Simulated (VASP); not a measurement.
# AlRu (Pm-3m) in VASP: notebook, part 2 of 2

VASP 6.6.1. The steps go on from the part before.

**3. Single point, r2SCAN**

This run uses another cell than the first one, of 13.21 Å³/atom, 1.013 times its volume.

POSCAR

```
AlRu
1.0
    2.9781205844      0.0000000000      0.0000000000
    0.0000000000      2.9781205844      0.0000000000
    0.0000000000      0.0000000000      2.9781205844
Al Ru
1 1
Direct
    0.0000000000      0.0000000000      0.0000000000
    0.5000000000      0.5000000000      0.5000000000
```

INCAR.step1

```
PREC = Accurate ; ENCUT = 520
ISMEAR = 0 ; SIGMA = 0.1
LREAL = False ; LASPH = True
NELM = 60 ; NBANDS = 16
GGA = PE ; ALGO = Normal
EDIFF = 1E-4 ; LWAVE = True
LCHARG = False
```

INCAR.step2

```
PREC = Accurate ; ENCUT = 520
EDIFF = 1E-6 ; ISMEAR = 0
SIGMA = 0.1 ; LREAL = False
LASPH = True ; NELM = 60
ALGO = Normal ; ISIF = 2
LWAVE = False ; LCHARG = False
METAGGA = R2SCAN ; LMIXTAU = True
NBANDS = 16 ; ISTART = 1
```

KPOINTS

```
regular mesh
0
Gamma
  14 14 14
```

Potentials or basis: VASP PAW PBE potentials, release 64 (Al, Ru_pv).

Run with:

```console
> cat potpaw_PBE.64/Al/POTCAR potpaw_PBE.64/Ru_pv/POTCAR > POTCAR
> cp INCAR.step1 INCAR
> mpirun -np 1 vasp_std > vasp.out
> cp INCAR.step2 INCAR
> mpirun -np 1 vasp_std > vasp.out
```

OUTCAR:

```text
PREC = Accurate
   ENCUT = 520
   EDIFF = 1E-6
   ISMEAR = 0
   LREAL = False
   LASPH = True
   NELM = 60
   ISIF = 2
   METAGGA = R2SCAN
   ISTART = 1

 ion  position               nearest neighbor table
   1  0.000  0.000  0.000-   2 2.58   2 2.58   2 2.58   2 2.58   2 2.58   2 2.58   2 2.58   2 2.58

   2  0.500  0.500  0.500-   1 2.58   1 2.58   1 2.58   1 2.58   1 2.58   1 2.58   1 2.58   1 2.58

  LATTYP: Found a simple cubic cell.
 ALAT       =     2.9781205844

  Lattice vectors:

 A1 = (   2.9781205844,   0.0000000000,   0.0000000000)
 A2 = (   0.0000000000,   2.9781205844,   0.0000000000)
 A3 = (   0.0000000000,   0.0000000000,   2.9781205844)

Analysis of symmetry for initial positions (statically):
=====================================================================
 Subroutine PRICEL returns:
 Original cell was already a primitive cell.

 Routine SETGRP: Setting up the symmetry group for a
 simple cubic supercell.

 Subroutine GETGRP returns: Found 48 space group operations
 (whereof 48 operations were pure point group operations)
 out of a pool of 48 trial point group operations.

[... 157 lines left out ...]
  ext. energy  EPLUGINS =         0.00000000
  ---------------------------------------------------
  free energy    TOTEN  =       -33.60801333 eV

  energy without entropy =      -33.59846759  energy(sigma->0) =      -33.60324046

 E-fermi :  10.7627     XC(G=0): -13.6916

 val. band max:       10.7617822783   @ k =   0.5000   0.3571   0.2857
 cond. band min:      10.7833042697   @ k =   0.0714   0.0714   0.0000
 fundamental gap:      0.0215219914
 Fermi energy:        10.7627339280

 k-point     1 :       0.0000    0.0000    0.0000
  band No.  band energies     occupation
      1     -32.3147      2.00000
      2     -32.3147      2.00000
      3     -32.3147      2.00000
      4       0.5059      2.00000
      5       7.0031      2.00000
      6       7.0031      2.00000
[... 433 lines left out ...]
      3     -32.2893      2.00000
      4       3.5548      2.00000
      5       6.5982      2.00000
      6       8.0988      2.00000
[... 8 lines left out ...]
     15      24.2966      0.00000
     16      26.0961      0.00000

 [... further k-points ...]
[... 5 lines left out ...]
  --------------------------------------------------------------------------------------
  -------------------------------------------------------------------------------------
  Total        0.1882767      0.1882767      0.1882767     -0.0000000     -0.0000000      0.0000000
  in kB       11.4203745     11.4203745     11.4203745     -0.0000000     -0.0000000      0.0000000
  external PRESSURE =      11.4203745 kB  Pullay stress =       0.0000000 kB

 VOLUME and BASIS-vectors are now :
 -----------------------------------------------------------------------------
  energy-cutoff  :      520.00
  volume of cell :       26.41
      direct lattice vectors                 reciprocal lattice vectors
     2.978120584  0.000000000  0.000000000     0.335782240  0.000000000  0.000000000
     0.000000000  2.978120584  0.000000000     0.000000000  0.335782240  0.000000000
     0.000000000  0.000000000  2.978120584     0.000000000  0.000000000  0.335782240

 POSITION                                       TOTAL-FORCE (eV/Angst)
 -----------------------------------------------------------------------------------
      0.00000      0.00000      0.00000         0.000000      0.000000      0.000000
      1.48906      1.48906      1.48906         0.000000      0.000000      0.000000
 -----------------------------------------------------------------------------------
    total drift:                                0.000000     -0.000000     -0.000000

  FREE ENERGIE OF THE ION-ELECTRON SYSTEM (eV)
  ---------------------------------------------------
  free  energy   TOTEN  =       -33.6080133328 eV

  energy  without entropy=      -33.5984675880  energy(sigma->0) =      -33.60324046
```

Run time: 55 s. Hardware: 1 thread of Intel Xeon Platinum 8488C (Sapphire Rapids), shared host; peak memory 0.18 GiB.

Results:

* Free energy: -33.6080 eV
* Pressure: 1.1 GPa

Caveat: the PAW data sets were made with another functional, which shifts forces and pressure a little.

**4. Single point, r2SCAN**

This run uses another cell than the first one, of 13.27 Å³/atom, 1.018 times its volume.

POSCAR

```
AlRu
1.0
    2.9824954400      0.0000000000      0.0000000000
    0.0000000000      2.9824954400      0.0000000000
    0.0000000000      0.0000000000      2.9824954400
Al Ru
1 1
Direct
    0.0000000000      0.0000000000      0.0000000000
    0.5000000000      0.5000000000      0.5000000000
```

INCAR.step1

```
PREC = Accurate
ENCUT = 520
ISMEAR = 0
SIGMA = 0.1
LREAL = False
LASPH = True
NELM = 100
NBANDS = 16
GGA = PE
ALGO = Normal
EDIFF = 1E-4
LWAVE = True
LCHARG = False
```

INCAR.step2

```
PREC = Accurate
ENCUT = 520
EDIFF = 1E-7
ISMEAR = 0
SIGMA = 0.1
LREAL = False
LASPH = True
NELM = 100
ALGO = Normal
ISIF = 2
LWAVE = False
LCHARG = False
METAGGA = R2SCAN
LMIXTAU = True
NBANDS = 16
ISTART = 1
```

KPOINTS is that of step 3.

Run with:

```console
> cat potpaw_PBE.64/Al/POTCAR potpaw_PBE.64/Ru_pv/POTCAR > POTCAR
> cp INCAR.step1 INCAR
> mpirun -np 1 vasp_std > vasp.out
> cp INCAR.step2 INCAR
> mpirun -np 1 vasp_std > vasp.out
```

Wall time 64 s (1 thread of Intel Xeon Platinum 8488C (Sapphire Rapids), shared host); peak memory 0.18 GiB.

Results (log left out):

- Free energy: -33.6085 eV
- Pressure: 0.2 GPa

Levels at points of the mesh, in eV from the Fermi level:
```
           k point  band 7  band 8  band 9  band 10  band 11  band 12
(0.00, 0.00, 0.00)    0.17    0.17    0.17     6.56     6.56     6.56
(0.50, 0.00, 0.00)   -1.71   -1.71    0.44     2.55     7.73    10.37
(0.50, 0.50, 0.00)   -1.49   -1.27   -1.27     1.75     5.72     6.85
(0.50, 0.50, 0.50)    1.85    1.85    3.25     4.34     4.34     4.34
```

Caveat: the PAW data sets were made with another functional, which shifts forces and pressure a little.

**5. Single point, r2SCAN**

This run uses another cell than the first one, of 13.33 Å³/atom, 1.022 times its volume.

POSCAR

```
AlRu
1.0
    2.9871495385      0.0000000000      0.0000000000
    0.0000000000      2.9871495385      0.0000000000
    0.0000000000      0.0000000000      2.9871495385
Al Ru
1 1
Direct
    0.0000000000      0.0000000000      0.0000000000
    0.5000000000      0.5000000000      0.5000000000
```

INCAR.step1

```
PREC     = Accurate       # precision mode
ENCUT    = 520            # plane-wave cutoff, eV
ISMEAR   = 0              # smearing method
SIGMA    = 0.1            # smearing width, eV
LREAL    = False          # projectors in reciprocal space
LASPH    = True           # aspherical terms in the spheres
NELM     = 80             # most SCF steps
NBANDS   = 16             # bands
GGA      = PE             # functional
ALGO     = Normal         # electronic algorithm
EDIFF    = 1E-4           # SCF threshold, eV
LWAVE    = True           # write WAVECAR
LCHARG   = False          # write CHGCAR
```

INCAR.step2

```
PREC     = Accurate       # precision mode
ENCUT    = 520            # plane-wave cutoff, eV
EDIFF    = 1E-7           # SCF threshold, eV
ISMEAR   = 0              # smearing method
SIGMA    = 0.1            # smearing width, eV
LREAL    = False          # projectors in reciprocal space
LASPH    = True           # aspherical terms in the spheres
NELM     = 80             # most SCF steps
ALGO     = Normal         # electronic algorithm
ISIF     = 2              # what is computed and relaxed
LWAVE    = False          # write WAVECAR
LCHARG   = False          # write CHGCAR
METAGGA  = R2SCAN         # meta-GGA
LMIXTAU  = True         
NBANDS   = 16             # bands
ISTART   = 1
```

KPOINTS

```
Automatic mesh
0
Gamma
  14 14 14
```

Run with:

```console
> cat potpaw_PBE.64/Al/POTCAR potpaw_PBE.64/Ru_pv/POTCAR > POTCAR
> cp INCAR.step1 INCAR
> mpirun -np 1 vasp_std > vasp.out
> cp INCAR.step2 INCAR
> mpirun -np 1 vasp_std > vasp.out
```

Wall time 60 s (1 thread of Intel Xeon Platinum 8488C (Sapphire Rapids), shared host); peak memory 0.18 GiB.

Results (log left out):

```yaml
Free_energy: -33.6083 eV
Pressure: -0.9 GPa
```

Levels at points of the mesh, in eV from the Fermi level:
| k point | band 6 | band 7 | band 8 | band 9 | band 10 | band 11 | band 12 | band 13 |
| --- | --- | --- | --- | --- | --- | --- | --- | --- |
| (0.00, 0.00, 0.00) | -3.71 | 0.17 | 0.17 | 0.17 | 6.53 | 6.53 | 6.53 | 10.37 |
| (0.50, 0.00, 0.00) | -2.82 | -1.70 | -1.70 | 0.44 | 2.53 | 7.73 | 10.37 | 11.63 |
| (0.50, 0.50, 0.00) | -1.48 | -1.48 | -1.26 | -1.26 | 1.73 | 5.68 | 6.80 | 10.37 |
| (0.50, 0.50, 0.50) | -4.94 | 1.83 | 1.83 | 3.22 | 4.33 | 4.33 | 4.33 | 9.01 |

Caveat: the PAW data sets were made with another functional, which shifts forces and pressure a little.

**6. Single point, r2SCAN**

This run uses another cell than the first one, of 10.41 Å³/atom, 0.799 times its volume.

POSCAR

```
AlRu
1.0
    2.7511670992      0.0000000000      0.0000000000
    0.0000000000      2.7511670992      0.0000000000
    0.0000000000      0.0000000000      2.7511670992
Al Ru
1 1
Direct
    0.0000000000      0.0000000000      0.0000000000
    0.5000000000      0.5000000000      0.5000000000
```

INCAR.step1

```
SYSTEM = AlRu
  PREC = Accurate
  ENCUT = 520
  ISMEAR = 0
  SIGMA = 0.1
  LREAL = .False.
  LASPH = .True.
  NELM = 100
  NBANDS = 16
  GGA = PE
  ALGO = Normal
  EDIFF = 1E-4
  LWAVE = .True.
  LCHARG = .False.
```

INCAR.step2

```
SYSTEM = AlRu
  PREC = Accurate
  ENCUT = 520
  EDIFF = 1E-6
  ISMEAR = 0
  SIGMA = 0.1
  LREAL = .False.
  LASPH = .True.
  NELM = 100
  ALGO = Normal
  ISIF = 2
  LWAVE = .False.
  LCHARG = .False.
  METAGGA = R2SCAN
  LMIXTAU = .True.
  NBANDS = 16
  ISTART = 1
```

KPOINTS

```
regular mesh
0
Gamma
  16 16 16
  0 0 0
```

Potentials or basis: VASP PAW PBE potentials, release 64 (Al, Ru_pv).

Run with:

```console
> cat potpaw_PBE.64/Al/POTCAR potpaw_PBE.64/Ru_pv/POTCAR > POTCAR
> cp INCAR.step1 INCAR
> mpirun -np 1 vasp_std > vasp.out
> cp INCAR.step2 INCAR
> mpirun -np 1 vasp_std > vasp.out
```

It took 69 s on 1 thread of Intel Xeon Platinum 8488C (Sapphire Rapids), shared host; peak memory 0.17 GiB.

The run converged. Its results:

```
Free energy : -32.2980 eV
Pressure    : 91.1 GPa
```

Levels at points of the mesh, in eV from the Fermi level:
```
           k point  band 7  band 8  band 9  band 10  band 11  band 12
(0.00, 0.00, 0.00)    0.21    0.21    0.21     7.91     7.91     7.91
(0.50, 0.00, 0.00)   -2.40   -2.40    0.62     3.63     7.30    10.64
(0.50, 0.50, 0.00)   -1.92   -1.56   -1.56     2.44     7.64     9.76
(0.50, 0.50, 0.50)    2.60    2.60    4.85     5.11     5.11     5.11
```

Caveat: the PAW data sets were made with another functional, which shifts forces and pressure a little.

**7. Overview**

```csv
cell,k mesh,gap on the mesh (eV),pressure (GPa)
"a = 2.965 Å, 2 atoms",14 × 14 × 14,none,4.2
"a = 2.978 Å, 2 atoms",14 × 14 × 14,none,1.1
"a = 2.982 Å, 2 atoms",14 × 14 × 14,none,0.2
"a = 2.987 Å, 2 atoms",14 × 14 × 14,none,-0.9
"a = 2.751 Å, 2 atoms",16 × 16 × 16,none,91.1
```

Alike in all rows: task single point; level r2SCAN; potentials or basis VASP PAW PBE potentials, release 64 (Al, Ru_pv); no spin polarisation; cutoff (eV) 520; smearing gaussian 0.1 eV.

Caveats: the PAW data sets were made with another functional, which shifts forces and pressure a little.

Absolute energies hang on the potentials; compare differences alone.
